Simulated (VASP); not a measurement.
# Rb2Nb (P6/mmm) in VASP: further runs, part 2 of 2

VASP 6.6.1. Earlier steps stand in the parts before.

## (3) Relaxation of cell and atoms, PBE

This run uses another cell than the first one, of 30.61 Å³/atom.

File INCAR:

```
PREC = Accurate
ENCUT = 600
EDIFF = 1E-7
ISMEAR = 0
SIGMA = 0.1
LREAL = F
LASPH = T
NELM = 60
ALGO = Normal
ISIF = 3
LWAVE = F
LCHARG = F
GGA = PE
IBRION = 2
NSW = 90
EDIFFG = -0.04
```

File KPOINTS:

```
Automatic mesh
0
Gamma
  6 6 4
```

File POSCAR:

```
Rb2Nb
1.0
    4.6138122284      0.0000000000      0.0000000000
   -2.3069061142      3.9956785981      0.0000000000
    0.0000000000      0.0000000000      4.9816909443
Rb Nb
2 1
Direct
    0.3333333333      0.6666666667      0.5000000000
    0.6666666667      0.3333333333      0.5000000000
    0.0000000000      0.0000000000      0.0000000000
```

Potentials or basis: VASP PAW PBE potentials, release 64 (Rb_sv, Nb_sv).

On the command line:

```sh
$ cat potpaw_PBE.64/Rb_sv/POTCAR potpaw_PBE.64/Nb_sv/POTCAR > POTCAR
$ mpirun -np 1 vasp_std > vasp.out
```

Wall time 7.7 min (1 thread of Intel Xeon 6975P-C (Granite Rapids), shared host); peak memory 0.28 GiB.

Results (log left out):

```yaml
Free_energy: -7.0248 eV
Relaxed_volume: 39.44 Å³/atom
Relaxed_cell: a = 6.665 Å, b = 6.665 Å, c = 3.075 Å, α = 90.00°, β = 90.00°, γ = 120.00°
Space_group_after_relaxing_to_0.1_Å: P6/mmm (No. 191)
Pressure_after_relaxing: 0.0 GPa
Band_gap_on_the_k_mesh: zero (an odd number of electrons rules out a gap without spin polarisation)
```

Stress tensor (GPa, compression positive):
```
 0.03  0.00  0.00
 0.00  0.03  0.00
 0.00  0.00 -0.16
```

Final structure:
```
Rb Nb
1.0
     6.66496    0.00000    0.00000
    -3.33248    5.77202    0.00000
     0.00000    0.00000    3.07524
Rb Nb
2 1
Direct
  0.33333 0.66667 0.50000
  0.66667 0.33333 0.50000
  0.00000 0.00000 0.00000
```

Levels at points of the mesh, in eV from the Fermi level:
```tsv
k point	band 13	band 14	band 15	band 16	band 17	band 18
(0.00, 0.00, 0.00)	-3.23	-1.24	-0.12	-0.12	0.71	0.71
(0.50, 0.00, 0.00)	-2.58	-0.88	-0.84	-0.60	-0.14	1.08
(0.00, 0.00, 0.50)	-0.84	-0.84	0.09	0.09	0.30	1.02
(0.50, 0.00, 0.50)	-0.93	-0.79	-0.24	0.56	0.64	0.99
```

Caveat: the volume moved by over 15 % at a fixed basis, so the end points are rough.

## (4) Single point, PBE

This run uses another cell than the first one, of 39.30 Å³/atom.

File INCAR:

```
PREC = Accurate
ENCUT = 520
EDIFF = 1E-6
ISMEAR = 0
SIGMA = 0.1
LREAL = F
LASPH = T
NELM = 60
ALGO = Fast
ISIF = 2
LWAVE = F
LCHARG = T
GGA = PE
LELF = T
LVHAR = T
NBANDS = 22
```

File KPOINTS:

```
regular mesh
0
Gamma
  12 12 16
```

File POSCAR:

```
Rb2Nb
1.0
    6.7051199570      0.0000000000      0.0000000000
   -3.3525599785      5.8068042182      0.0000000000
    0.0000000000      0.0000000000      3.0281351014
Rb Nb
2 1
Direct
    0.3333333333      0.6666666667      0.5000000000
    0.6666666667      0.3333333333      0.5000000000
    0.0000000000      0.0000000000      0.0000000000
```

Potentials or basis: VASP PAW PBE potentials, release 64 (Rb_sv, Nb_sv).

On the command line:

```sh
$ cat potpaw_PBE.64/Rb_sv/POTCAR potpaw_PBE.64/Nb_sv/POTCAR > POTCAR
$ mpirun -np 1 vasp_std > vasp.out
```

OUTCAR:

```text
PREC = Accurate
   ENCUT = 520
   EDIFF = 1E-6
   ISMEAR = 0
   LREAL = F
   LASPH = T
   NELM = 60
   ISIF = 2
   GGA = PE

 ion  position               nearest neighbor table
   1  0.333  0.667  0.500-   2 3.87   2 3.87   2 3.87   3 4.16   3 4.16   3 4.16   3 4.16   3 4.16
                             3 4.16   2 4.91   2 4.91   2 4.91   2 4.91   2 4.91   2 4.91
   2  0.667  0.333  0.500-   1 3.87   1 3.87   1 3.87   3 4.16   3 4.16   3 4.16   3 4.16   3 4.16
                             3 4.16   1 4.91   1 4.91   1 4.91   1 4.91   1 4.91   1 4.91
[... 804 lines left out ...]
  --------------------------------------------------------------------------------------
  -------------------------------------------------------------------------------------
  Total       -0.0056526     -0.0056526      0.0534023      0.0000000      0.0000000      0.0000000
  in kB       -0.0768144     -0.0768144      0.7256910      0.0000000      0.0000000      0.0000000
  external PRESSURE =       0.1906874 kB  Pullay stress =       0.0000000 kB

 VOLUME and BASIS-vectors are now :
 -----------------------------------------------------------------------------
  energy-cutoff  :      520.00
  volume of cell :      117.90
      direct lattice vectors                 reciprocal lattice vectors
     6.705119957  0.000000000  0.000000000     0.149139763  0.086105882  0.000000000
    -3.352559978  5.806804218  0.000000000     0.000000000  0.172211764  0.000000000
     0.000000000  0.000000000  3.028135101     0.000000000  0.000000000  0.330236256

 POSITION                                       TOTAL-FORCE (eV/Angst)
 -----------------------------------------------------------------------------------
     -0.00000      3.87120      1.51407         0.000000      0.000000      0.000000
      3.35256      1.93560      1.51407        -0.000000     -0.000000      0.000000
      0.00000      0.00000      0.00000         0.000000      0.000000      0.000000
 -----------------------------------------------------------------------------------
    total drift:                                0.000000     -0.000000      0.000000

  FREE ENERGIE OF THE ION-ELECTRON SYSTEM (eV)
  ---------------------------------------------------
  free  energy   TOTEN  =        -7.2573494897 eV

  energy  without entropy=       -7.2252013739  energy(sigma->0) =       -7.24127543
```

Run time: 8.2 min. Hardware: 1 thread of Intel Xeon 6975P-C (Granite Rapids), shared host; peak memory 0.54 GiB.

Results:

```
Free energy            : -7.2573 eV
Pressure               : 0.0 GPa
Band gap on the k mesh : zero (an odd number of electrons rules out a gap without spin polarisation)
```

## (5) The runs side by side

| task | cell | k mesh | cutoff (eV) | gap on the mesh (eV) | pressure (GPa) | relaxed volume (Å³/atom) |
| --- | --- | --- | --- | --- | --- | --- |
| relaxation of cell and atoms | relaxed from a = 6.699, b = 6.699, c = 3.051 Å, angles 90.0, 90.0, 120.0°, 3 atoms | 3 × 3 × 6 | 600 | none | 0.1 | 39.69 |
| relaxation of cell and atoms | relaxed from a = 4.614, b = 4.614, c = 4.982 Å, angles 90.0, 90.0, 120.0°, 3 atoms | 6 × 6 × 4 | 600 | none | 0.0 | 39.44 |
| single point | a = 6.705, b = 6.705, c = 3.028 Å, angles 90.0, 90.0, 120.0°, 3 atoms | 12 × 12 × 16 | 520 | none | 0.0 | - |

Alike in all rows: level PBE; potentials or basis VASP PAW PBE potentials, release 64 (Rb_sv, Nb_sv); no spin polarisation; smearing gaussian 0.1 eV.

Caveats: some runs use coarse meshes; the volume moved by over 15 % at a fixed basis, so the end points are rough (at least some runs).

Absolute energies hang on the potentials; compare differences alone.
